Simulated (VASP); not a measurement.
**Ti12H (a cell with a defect): single point with PBE+D3(BJ)**

The system is Ti12H (a cell with a defect).

```
Ti H
1.0
     5.90000    0.00000    0.00000
    -4.42500    7.66432    0.00000
     0.00000    0.00000    4.68460
Ti H
12 1
Cartesian
  0.0139 0.0087 0.0056
  -0.0164 1.7154 2.3272
  -1.4680 2.5392 0.0018
  -1.4857 4.2399 2.3463
  -2.9715 5.0785 0.0047
  -2.9889 6.8498 2.3398
  2.9677 0.0269 -0.0157
  2.9504 1.7342 2.3277
  1.4970 2.5548 -0.0004
  1.4703 4.2651 2.3300
  0.0507 5.0837 -0.0010
  0.0156 6.8527 2.3372
  -1.4631 5.9823 3.5023
```

| Item | Value |
| --- | --- |
| Program | VASP 6.6.1 |
| Task | single point |
| Functional | PBE |
| Dispersion | D3(BJ) |
| Potentials or basis | VASP PAW PBE potentials, release 64 (Ti_sv, H) |
| Cutoff | 520 eV |
| k mesh | 2 × 2 × 2 |
| Occupations | fermi-dirac, width 0.05 eV |
| Spin | no spin polarisation |
| Dipole correction | no |
| Further INCAR settings | ALGO = Normal; EDIFF = 1e-07; NBANDS = 84 |

| Item | Value |
| --- | --- |
| Pressure | -6.7 GPa |
| Largest force | 0.081 eV/Å |
| Band gap on the k mesh | zero (an odd number of electrons rules out a gap without spin polarisation) |
| Dispersion energy per atom | -0.560 eV |

Forces in eV/Å, atoms in the order of the input:
```
Ti  -0.004 -0.020  0.009
Ti   0.002  0.020  0.010
Ti   0.018 -0.006  0.000
Ti  -0.008  0.022  0.030
Ti   0.076  0.002 -0.029
Ti  -0.036  0.030 -0.003
Ti   0.008  0.016 -0.004
Ti  -0.022 -0.011 -0.002
Ti  -0.002 -0.024  0.004
Ti  -0.014  0.002  0.000
Ti  -0.021 -0.020 -0.012
Ti   0.027  0.032 -0.025
H   -0.024 -0.043  0.021
```

Stress tensor (GPa, compression positive):
```
-7.63 -0.38  0.02
-0.38 -6.75  0.15
 0.02  0.15 -5.71
```

Levels at points of the mesh, in eV from the Fermi level:
```tsv
k point	band 68	band 69	band 70	band 71	band 72	band 73	band 74	band 75	band 76	band 77
(0.00, 0.00, 0.00)	-0.68	-0.56	-0.50	0.19	0.39	0.50	0.57	0.59	0.67	0.68
(0.50, 0.00, 0.00)	-0.86	-0.61	-0.61	-0.40	-0.33	0.13	0.29	0.42	0.50	0.65
(0.00, 0.50, 0.00)	-0.59	-0.34	-0.25	-0.03	0.11	0.22	0.40	0.45	0.58	0.60
(0.50, 0.50, 0.00)	-0.88	-0.72	-0.58	-0.35	-0.27	0.11	0.31	0.33	0.47	0.67
(0.00, 0.00, 0.50)	-0.52	-0.51	-0.49	-0.20	0.08	0.14	0.18	0.19	0.21	0.47
(0.50, 0.00, 0.50)	-0.48	-0.47	-0.44	-0.40	-0.38	-0.23	-0.22	-0.17	-0.17	0.26
(0.00, 0.50, 0.50)	-0.53	-0.34	-0.27	-0.22	-0.18	-0.02	0.12	0.22	0.23	0.48
(0.50, 0.50, 0.50)	-0.47	-0.40	-0.39	-0.36	-0.32	-0.17	-0.10	-0.02	0.00	0.09
```

Run time: 7.9 min on 1 thread of Intel(R) Xeon(R) Platinum 8259CL CPU @ 2.50GHz (Skylake/Cascade Lake) (shared host), peak memory 0.39 GiB.

Caveat: the k points lie up to 0.67 Å⁻¹ apart, too coarse for converged energies and pressures of a metal.
